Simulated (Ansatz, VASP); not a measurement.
# Ba: VASP beside Ansatz

INCAR

```
ALGO = Normal
EDIFF = 1E-7
ENCUT = 520
GGA = PE
ISIF = 2
ISMEAR = -1
LASPH = T
LCHARG = T
LELF = T
LREAL = F
LVHAR = T
LWAVE = F
NBANDS = 11
NELM = 80
PREC = Accurate
SIGMA = 0.1
```

Contents of KPOINTS:

```
k-points
0
Gamma
  10 10 10
```

POSCAR

```
Ba
1.0
    0.0000000000      2.9997281604      2.9997281604
    2.9997281604      0.0000000000      2.9997281604
    2.9997281604      2.9997281604      0.0000000000
Ba
1
Direct
    0.0000000000      0.0000000000      0.0000000000
```

Input for Ansatz:

```yaml
crystal:
  lattice:
    - [0.0, 2.9997281604, 2.9997281604]
    - [2.9997281604, 0.0, 2.9997281604]
    - [2.9997281604, 2.9997281604, 0.0]
  atoms:
    - { symbol: Ba, position: [0.0, 0.0, 0.0] }
kpoints:
  mp_grid: { grid: [10, 10, 10] }
scf:
  occupations: { method: fermi_dirac, width: 0.1 }
hamiltonian:
  xc: pbe
  pseudopotentials: { kind: all_electron, lapw: { basis_error: 0.001 } }
output:
  forces: true
  stress: true
  eigenvalues: true
  populations: true
```

Change from the starting cell: volume scaled by 0.84, LAPW.

Alike in both runs: task single point; functional PBE; k mesh 10 × 10 × 10; occupations fermi-dirac, width 0.1 eV; no spin polarisation.

|  | VASP | Ansatz |
| --- | --- | --- |
| version | VASP 6.6.1 | Ansatz 0.2.0 |
| potentials or method | VASP PAW PBE potentials, release 64 (Ba_sv), cutoff 520 eV | all-electron LAPW, scalar-relativistic |

```csv
,VASP,Ansatz,Ansatz less VASP
pressure (GPa),1.8,1.7,-0.12
```

Ansatz ran all-electron here, and VASP with PAW potentials.

Spin-orbit coupling is off throughout.
